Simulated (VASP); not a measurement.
# SiO2 (P4_12_12) in VASP: a series of runs

SiO2 is run at these levels: PBE; tasks: single point.

Program: VASP 6.6.1. These are calculated values, not measurements. Logs are shortened: lines on timing, memory, paths and dates and some standing lists are left out, and cuts for length are marked.

## 1. The cell of the first run

Symmetry: P4_12_12, No. 92, tetragonal system. The conventional cell has a = 5.175 Å, b = 5.175 Å, c = 7.264 Å, α = 90.00°, β = 90.00°, γ = 90.00°. Si (site symmetry 2) has 4 O at 1.62 Å within 2.2 Å. Within 2.2 Å of O (site symmetry 1) lie 2 Si at 1.62 Å.

## 2. Single point, PBE (16.21 Å³/atom)

Contents of INCAR:

```
SYSTEM = SiO2
PREC     = Accurate       ! precision mode
ENCUT    = 520            ! plane-wave cutoff, eV
EDIFF    = 1E-6           ! SCF threshold, eV
ISMEAR   = 0              ! smearing method
SIGMA    = 0.02           ! smearing width, eV
LREAL    = .False.        ! projectors in reciprocal space
LASPH    = .True.         ! aspherical terms in the spheres
NELM     = 80             ! most SCF steps
ALGO     = Normal         ! electronic algorithm
ISIF     = 2              ! what is computed and relaxed
LWAVE    = .False.        ! write WAVECAR
LCHARG   = .False.        ! write CHGCAR
GGA      = PE             ! functional
NBANDS   = 44             ! bands
```

Contents of KPOINTS:

```
Automatic mesh
0
Gamma
  6 6 4
  0 0 0
```

Contents of POSCAR:

```
SiO2
1.0
    5.1747427149      0.0000000000      0.0000000000
    0.0000000000      5.1747427149      0.0000000000
    0.0000000000      0.0000000000      7.2644062437
Si O
4 8
Direct
    0.2824258776      0.2824258776      0.0000000000
    0.2175741224      0.7824258776      0.2500000000
    0.7175741224      0.7175741224      0.5000000000
    0.7824258776      0.2175741224      0.7500000000
    0.2451256831      0.0698714850      0.1623045917
    0.4301285150      0.7451256831      0.4123045917
    0.7548743169      0.9301285150      0.6623045917
    0.5698714850      0.2548743169      0.9123045917
    0.7451256831      0.4301285150      0.5876954083
    0.9301285150      0.7548743169      0.3376954083
    0.2548743169      0.5698714850      0.0876954083
    0.0698714850      0.2451256831      0.8376954083
```

Potentials or basis: VASP PAW PBE potentials, release 64 (Si, O).

The run is started by

```console
cat potpaw_PBE.64/Si/POTCAR potpaw_PBE.64/O/POTCAR > POTCAR
mpirun -np 1 vasp_std > vasp.out
```

OUTCAR:

```text
SYSTEM = SiO2
   PREC = Accurate
   ENCUT = 520
   EDIFF = 1E-6
   ISMEAR = 0
   LREAL = .False.
   LASPH = .True.
   NELM = 80
   ISIF = 2
   GGA = PE

 ion  position               nearest neighbor table
   1  0.282  0.282  0.000-   5 1.62  12 1.62  11 1.62   8 1.62
   2  0.218  0.782  0.250-   6 1.62  11 1.62  10 1.62   5 1.62
   3  0.718  0.718  0.500-   7 1.62  10 1.62   9 1.62   6 1.62
   4  0.782  0.218  0.750-   8 1.62   9 1.62   7 1.62  12 1.62
   5  0.245  0.070  0.162-   1 1.62   2 1.62
   6  0.430  0.745  0.412-   2 1.62   3 1.62
   7  0.755  0.930  0.662-   3 1.62   4 1.62
   8  0.570  0.255  0.912-   4 1.62   1 1.62
   9  0.745  0.430  0.588-   4 1.62   3 1.62
  10  0.930  0.755  0.338-   3 1.62   2 1.62
  11  0.255  0.570  0.088-   2 1.62   1 1.62
  12  0.070  0.245  0.838-   1 1.62   4 1.62

  LATTYP: Found a simple tetragonal cell.
 ALAT       =     5.1747427149
 C/A-ratio  =     1.4038197924

  Lattice vectors:

 A1 = (   5.1747427149,   0.0000000000,   0.0000000000)
 A2 = (   0.0000000000,   5.1747427149,   0.0000000000)
 A3 = (   0.0000000000,   0.0000000000,   7.2644062437)

Analysis of symmetry for initial positions (statically):
=====================================================================
 Subroutine PRICEL returns:
 Original cell was already a primitive cell.

 Routine SETGRP: Setting up the symmetry group for a
 simple tetragonal supercell.

 Subroutine GETGRP returns: Found  8 space group operations
 (whereof  2 operations were pure point group operations)
 out of a pool of 16 trial point group operations.

The static configuration has the point symmetry C_2 .
 The point group associated with its full space group is D_4 .

Analysis of symmetry for dynamics (positions and initial velocities):
=====================================================================
 Subroutine PRICEL returns:
 Original cell was already a primitive cell.

 Routine SETGRP: Setting up the symmetry group for a
 simple tetragonal supercell.

 Subroutine GETGRP returns: Found  8 space group operations
 (whereof  2 operations were pure point group operations)
 out of a pool of 16 trial point group operations.

The dynamic configuration has the point symmetry C_2 .
 The point group associated with its full space group is D_4 .

 Subroutine INISYM returns: Found  8 space group operations
 (whereof  2 operations are pure point group operations),
 and found     1 'primitive' translations

----------------------------------------------------------------------------------------

                                     Primitive cell

  volume of cell :     194.5260

  direct lattice vectors                    reciprocal lattice vectors
     5.174742715  0.000000000  0.000000000     0.193246323  0.000000000  0.000000000
     0.000000000  5.174742715  0.000000000     0.000000000  0.193246323  0.000000000
     0.000000000  0.000000000  7.264406244     0.000000000  0.000000000  0.137657500

  length of vectors
     5.174742715  5.174742715  7.264406244     0.193246323  0.193246323  0.137657500

  position of ions in fractional coordinates (direct lattice)
     0.282425878  0.282425878  0.000000000
     0.217574122  0.782425878  0.250000000
     0.717574122  0.717574122  0.500000000
     0.782425878  0.217574122  0.750000000
     0.245125683  0.069871485  0.162304592
     0.430128515  0.745125683  0.412304592
     0.754874317  0.930128515  0.662304592
     0.569871485  0.254874317  0.912304592
     0.745125683  0.430128515  0.587695408
     0.930128515  0.754874317  0.337695408
     0.254874317  0.569871485  0.087695408
     0.069871485  0.245125683  0.837695408

  ion indices of the primitive-cell ions
   primitive index   ion index
                 1           1
                 2           2
                 3           3
                 4           4
                 5           5
                 6           6
                 7           7
                 8           8
                 9           9
                10          10
                11          11
                12          12

----------------------------------------------------------------------------------------

 KPOINTS: Automatic mesh

Automatic generation of k-mesh.
 Grid dimensions read from file:
 generate k-points for:    6    6    4

 Generating k-lattice:

  Cartesian coordinates                     Fractional coordinates (reciprocal lattice)
     0.032207720  0.000000000  0.000000000     0.166666667  0.000000000  0.000000000
     0.000000000  0.032207720  0.000000000     0.000000000  0.166666667  0.000000000
     0.000000000  0.000000000  0.034414375     0.000000000  0.000000000  0.250000000

  Length of vectors
     0.032207720  0.032207720  0.034414375

  Shift w.r.t. Gamma in fractional coordinates (k-lattice)
     0.000000000  0.000000000  0.000000000

 Subroutine IBZKPT returns following result:
 ===========================================

 Found     30 irreducible k-points:

 Following reciprocal coordinates:
            Coordinates               Weight
  0.000000  0.000000  0.000000      1.000000
  0.166667  0.000000  0.000000      4.000000
  0.333333  0.000000  0.000000      4.000000
  0.500000  0.000000  0.000000      2.000000
  0.166667  0.166667  0.000000      4.000000
  0.333333  0.166667  0.000000      8.000000
[... 16 lines left out ...]
  0.333333  0.000000  0.500000      4.000000
  0.500000  0.000000  0.500000      2.000000
 [... further k-points ...]
   k-points           NKPTS =     30   k-points in BZ     NKDIM =     30   number of bands    NBANDS=     44
   number of dos      NEDOS =    301   number of ions     NIONS =     12
   total plane-waves  NPLWV =  86400
   dimension x,y,z NGX =    40 NGY =   40 NGZ =   54
   dimension x,y,z NGXF=    80 NGYF=   80 NGZF=  108
   ions per type =               4   8
   NGX,Y,Z   is equivalent  to a cutoff of  12.85, 12.85, 12.36 a.u.
   NGXF,Y,Z  is equivalent  to a cutoff of  25.70, 25.70, 24.72 a.u.
 SYSTEM =  SiO2
   PREC   = accura    normal or accurate (medium, high low for compatibility)
   ISTART =      0    job   : 0-new  1-cont  2-samecut
   ICHARG =      2    charge: 1-file 2-atom 10-const
   ISPIN  =      1    spin polarized calculation?
   LNONCOLLINEAR =      F non collinear calculations
   LSORBIT =      F    spin-orbit coupling
   LASPH  =      T    aspherical Exc in radial PAW
   ENCUT  =  520.0 eV  38.22 Ry    6.18 a.u.   9.62  9.62 13.51*2*pi/ulx,y,z
   NELM   =     80;   NELMIN=  2; NELMDL= -5     # of ELM steps
   EDIFF  = 0.1E-05   stopping-criterion for ELM
   LREAL  =      F    real-space projection
   EDIFFG = 0.1E-04   stopping-criterion for IOM
   NSW    =      0    number of steps for IOM
   IBRION =     -1    ionic relax: 0-MD 1-quasi-New 2-CG
   NFREE  =      0    steps in history (QN), initial steepest desc. (CG)
   ISIF   =      2    stress and relaxation
   ISYM   =      2    0-nonsym 1-usesym 2-fastsym
   POTIM  = 0.5000    time-step for ionic-motion
   TEBEG  =    0.0;   TEEND  =   0.0 temperature during run
   PSTRESS=    0.0 pullay stress
   NELECT =      64.0000    total number of electrons
   NUPDOWN=      -1.0000    fix difference up-down
   EMIN   =  10.00;   EMAX   =-10.00  energy-range for DOS
   EFERMI =   0.00;   METHOD = LEGACY
   ISMEAR =     0;   SIGMA  =   0.02  broadening in eV -4-tet -1-fermi 0-gaus
   EFERMI_NEDOS =   21; number of points for ismear=-14 and -15
   IALGO  =     38    algorithm
   IMIX   =      4    mixing-type and parameters
     AMIX     =   0.40;   BMIX     =  1.00
     AMIX_MAG =   1.60;   BMIX_MAG =  1.00
  volume/ion in A,a.u.               =      16.21       109.39
  Fermi-wavevector in a.u.,A,eV,Ry     =   1.130166  2.135704 17.378387  1.277275
  Thomas-Fermi vector in A             =   2.266862
   LORBIT       =      0    0 simple, 1 ext, 2 COOP (PROOUT), +10 PAW based schemes
   GGA     = PE    functional components
   LHFCALC =     F    Hartree Fock is set to
   AEXX    =    0.0000 exact exchange contribution
   IVDW    =     0    specifies the selected vdW correction
   LEPSILON=     F    determine dielectric tensor
   LRPA    =     F    only Hartree local field effects (RPA)
 non-spin polarized calculation
 Gauss-broadening in eV      SIGMA  =   0.02
  energy-cutoff  :      520.00
  volume of cell :      194.53
 maximum number of plane-waves:      5271
 NGX is ok and might be reduce to    40
   NGX = 19   NGY = 19   NGZ = 27

 number of electron      63.9999993 magnetization

 Free energy of the ion-electron system (eV)
  ---------------------------------------------------
  ext. energy  EPLUGINS =         0.00000000
  ---------------------------------------------------
  free energy    TOTEN  =       -94.93979424 eV

  energy without entropy =      -94.93979424  energy(sigma->0) =      -94.93979424

 E-fermi :  -0.5437     XC(G=0):  -7.7790

 val. band max:       -0.6437746824   @ k =   0.0000   0.0000   0.0000
 cond. band min:       4.7815435677   @ k =   0.0000   0.0000   0.0000
 fundamental gap:      5.4253182500
 Fermi energy:        -0.5437467846

 k-point     1 :       0.0000    0.0000    0.0000
  band No.  band energies     occupation
      1     -19.9387      2.00000
      2     -19.0965      2.00000
      3     -19.0965      2.00000
      4     -17.9751      2.00000
      5     -17.9711      2.00000
      6     -17.9685      2.00000
[... 36 lines left out ...]
     43      10.2562      0.00000
     44      10.3467      0.00000

 k-point     2 :       0.1667    0.0000    0.0000
  band No.  band energies     occupation
      1     -19.8867      2.00000
      2     -19.1561      2.00000
      3     -19.0326      2.00000
      4     -18.0460      2.00000
      5     -17.9779      2.00000
      6     -17.9762      2.00000
[... 1026 lines left out ...]
 k-point    24 :       0.5000    0.0000    0.5000
  band No.  band energies     occupation
      1     -19.5308      2.00000
      2     -19.5308      2.00000
      3     -18.5941      2.00000
      4     -18.5941      2.00000
      5     -17.9797      2.00000
      6     -17.9797      2.00000
[... 36 lines left out ...]
     43      10.6413      0.00000
     44      10.6435      0.00000

 [... further k-points ...]

------------------------ aborting loop because EDIFF is reached ----------------------------------------

  FORCE on cell =-STRESS in cart. coord.  units (eV):
  Direction    XX          YY          ZZ          XY          YZ          ZX
  --------------------------------------------------------------------------------------
  -------------------------------------------------------------------------------------
  Total       -0.9869948     -0.9869948     -0.9629562     -0.0000000      0.0000000     -0.0000000
  in kB       -8.1291995     -8.1291995     -7.9312101     -0.0000000      0.0000000     -0.0000000
  external PRESSURE =      -8.0632030 kB  Pullay stress =       0.0000000 kB

 VOLUME and BASIS-vectors are now :
 -----------------------------------------------------------------------------
  energy-cutoff  :      520.00
  volume of cell :      194.53
      direct lattice vectors                 reciprocal lattice vectors
     5.174742715  0.000000000  0.000000000     0.193246323  0.000000000  0.000000000
     0.000000000  5.174742715  0.000000000     0.000000000  0.193246323  0.000000000
     0.000000000  0.000000000  7.264406244     0.000000000  0.000000000  0.137657500

 POSITION                                       TOTAL-FORCE (eV/Angst)
 -----------------------------------------------------------------------------------
      1.46148      1.46148      0.00000         0.005495      0.005495      0.000000
      1.12589      4.04885      1.81610        -0.005495      0.005495      0.000000
      3.71326      3.71326      3.63220        -0.005495     -0.005495      0.000000
      4.04885      1.12589      5.44830         0.005495     -0.005495      0.000000
      1.26846      0.36157      1.17905        -0.004197      0.003097     -0.011112
      2.22580      3.85583      2.99515        -0.003097     -0.004197     -0.011112
      3.90628      4.81318      4.81125         0.004197     -0.003097     -0.011112
      2.94894      1.31891      6.62735         0.003097      0.004197     -0.011112
      3.85583      2.22580      4.26926        -0.004197     -0.003097      0.011112
      4.81318      3.90628      2.45316        -0.003097      0.004197      0.011112
      1.31891      2.94894      0.63706         0.004197      0.003097      0.011112
      0.36157      1.26846      6.08536         0.003097     -0.004197      0.011112
 -----------------------------------------------------------------------------------
    total drift:                               -0.000000      0.000000      0.000000

  FREE ENERGIE OF THE ION-ELECTRON SYSTEM (eV)
  ---------------------------------------------------
  free  energy   TOTEN  =       -94.9397942382 eV

  energy  without entropy=      -94.9397942382  energy(sigma->0) =      -94.93979424
```

Wall time 6.4 min (1 thread of Intel Xeon 8259CL, shared host); peak memory 0.34 GiB.

What came out:

```yaml
Free_energy: -94.9398 eV
Pressure: -0.8 GPa
Largest_force: 0.012 eV/Å
Band_gap_on_the_k_mesh: 5.43 eV
```

Forces on the atoms (eV/Å):
```
Si   0.005  0.005  0.000
Si  -0.005  0.005  0.000
Si  -0.005 -0.005  0.000
Si   0.005 -0.005  0.000
O   -0.004  0.003 -0.011
O   -0.003 -0.004 -0.011
O    0.004 -0.003 -0.011
O    0.003  0.004 -0.011
O   -0.004 -0.003  0.011
O   -0.003  0.004  0.011
O    0.004  0.003  0.011
O    0.003 -0.004  0.011
```

Levels at points of the mesh, in eV from the valence-band top:
```tsv
k point	band 28	band 29	band 30	band 31	band 32	band 33	band 34	band 35	band 36	band 37
(0.00, 0.00, 0.00)	-0.95	-0.65	-0.15	-0.15	0.00	5.43	8.51	8.51	8.67	8.67
(0.50, 0.00, 0.00)	-1.05	-0.66	-0.66	-0.37	-0.37	7.33	7.33	9.00	9.00	9.12
(0.50, 0.50, 0.00)	-1.34	-0.61	-0.61	-0.59	-0.59	8.37	8.37	8.43	8.43	9.89
(0.00, 0.00, 0.50)	-0.59	-0.45	-0.45	-0.40	-0.40	6.54	6.54	9.03	9.03	9.37
(0.50, 0.00, 0.50)	-0.96	-0.93	-0.93	-0.10	-0.10	7.54	7.54	8.43	8.43	8.84
(0.50, 0.50, 0.50)	-1.35	-0.70	-0.70	-0.70	-0.70	8.91	8.91	8.91	8.91	9.28
```

A k mesh can miss the band edges.

## 3. Single point, PBE (16.82 Å³/atom)

This run uses another cell than the first one, of 16.82 Å³/atom.

Contents of INCAR:

```
SYSTEM = SiO2
PREC = Accurate ; ENCUT = 520
EDIFF = 1E-7 ; ISMEAR = 0
SIGMA = 0.02 ; LREAL = .FALSE.
LASPH = .TRUE. ; NELM = 60
ALGO = Normal ; ISIF = 2
LWAVE = .FALSE. ; LCHARG = .FALSE.
GGA = PE ; NBANDS = 44
```

Contents of KPOINTS:

```
Automatic mesh
0
G
  6 6 4
  0 0 0
```

Contents of POSCAR:

```
SiO2
1.0
    5.2327350609      0.0000000000      0.0000000000
    0.0000000000      5.2327350609      0.0000000000
    0.0000000000      0.0000000000      7.3723674594
Si O
4 8
Direct
    0.2730695915      0.2730695915      0.0000000000
    0.2269304085      0.7730695915      0.2500000000
    0.7269304085      0.7269304085      0.5000000000
    0.7730695915      0.2269304085      0.7500000000
    0.2473765417      0.0503403604      0.1521330853
    0.4496596396      0.7473765417      0.4021330853
    0.7526234583      0.9496596396      0.6521330853
    0.5503403604      0.2526234583      0.9021330853
    0.7473765417      0.4496596396      0.5978669147
    0.9496596396      0.7526234583      0.3478669147
    0.2526234583      0.5503403604      0.0978669147
    0.0503403604      0.2473765417      0.8478669147
```

Potentials or basis: VASP PAW PBE potentials, release 64 (Si, O).

The run is started by

```console
cat potpaw_PBE.64/Si/POTCAR potpaw_PBE.64/O/POTCAR > POTCAR
mpirun -np 1 vasp_std > vasp.out
```

Run time: 7.7 min. Hardware: 1 thread of Intel Xeon 8259CL, shared host; peak memory 0.35 GiB.

Results (log left out):

| Quantity | Value |
| --- | --- |
| Free energy | -94.9005 eV |
| Pressure | -1.3 GPa |
| Largest force | 0.016 eV/Å |
| Band gap on the k mesh | 5.37 eV |

Forces on the atoms (eV/Å):
```
Si   0.011  0.011  0.000
Si  -0.011  0.011  0.000
Si  -0.011 -0.011  0.000
Si   0.011 -0.011  0.000
O    0.000 -0.001 -0.008
O    0.001  0.000 -0.008
O    0.000  0.001 -0.008
O   -0.001  0.000 -0.008
O    0.000  0.001  0.008
O    0.001  0.000  0.008
O    0.000 -0.001  0.008
O   -0.001  0.000  0.008
```

Levels at points of the mesh, in eV from the valence-band top:
```csv
k point,band 30,band 31,band 32,band 33,band 34,band 35
"(0.00, 0.00, 0.00)",-0.09,-0.09,0.00,5.37,8.36,8.36
"(0.50, 0.00, 0.00)",-0.68,-0.31,-0.31,7.24,7.24,8.88
"(0.50, 0.50, 0.00)",-0.62,-0.61,-0.61,8.28,8.28,8.32
"(0.00, 0.00, 0.50)",-0.43,-0.39,-0.39,6.45,6.45,8.85
"(0.50, 0.00, 0.50)",-0.94,-0.06,-0.06,7.44,7.44,8.26
"(0.50, 0.50, 0.50)",-0.73,-0.73,-0.73,8.81,8.81,8.81
```

A k mesh can miss the band edges.
